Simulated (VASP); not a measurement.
Input of a VASP 6.6.1 run:

Contents of INCAR:

```
SYSTEM = PdPt2Se3
  ALGO = Normal
  EDIFF = 1E-7
  ENCUT = 520
  GGA = PE
  ISIF = 2
  ISMEAR = 0
  LASPH = .True.
  LCHARG = .False.
  LREAL = .False.
  LWAVE = .False.
  NBANDS = 33
  NELM = 80
  PREC = Accurate
  SIGMA = 0.1
```

File KPOINTS:

```
k-points
0
Gamma
  4 4 4
  0 0 0
```

The input POSCAR:

```
PdPt2Se3
1.0
    4.7887340600      0.0000000000      0.0000000000
    0.0000000000      4.7887340600      0.0000000000
    0.0000000000      0.0000000000      6.2535630700
Pd Pt Se
1 2 3
Direct
    0.5000000000      0.5000000000      0.0000000000
    0.0000000000      0.5000000000      0.0000000000
    0.5000000000      0.0000000000      0.0000000000
    0.5000000000      0.5000000000      0.3108296100
    0.5000000000      0.5000000000      0.6891703900
    0.0000000000      0.0000000000      0.0000000000
```

Potentials or basis: VASP PAW PBE potentials, release 64 (Pd, Pt, Se).

Run with:

```sh
$ cat potpaw_PBE.64/Pd/POTCAR potpaw_PBE.64/Pt/POTCAR potpaw_PBE.64/Se/POTCAR > POTCAR
$ mpirun -np 1 vasp_std > vasp.out
```

Problem. Estimate the band gap on the k mesh.

Solution. Zero (bands 24 and 25 overlap by 1.67 eV).

Problem. Estimate the largest force.

Solution. 12.244 eV/Å.

Problem. Estimate the pressure.

Solution. 36.5 GPa.

Forces in eV/Å, atoms in the order of the input:
```
Pd    0.000   0.000   0.000
Pt    0.000   0.000   0.000
Pt    0.000   0.000   0.000
Se    0.000   0.000  12.244
Se    0.000   0.000 -12.244
Se    0.000   0.000   0.000
```

Caveat: the stress differs along the axes, from 24 to 61 GPa; spin-orbit coupling is left out, which moves the levels of the heavy elements; forces of over 1 eV/Å act on the atoms, so gaps and moduli don't describe the material at rest.
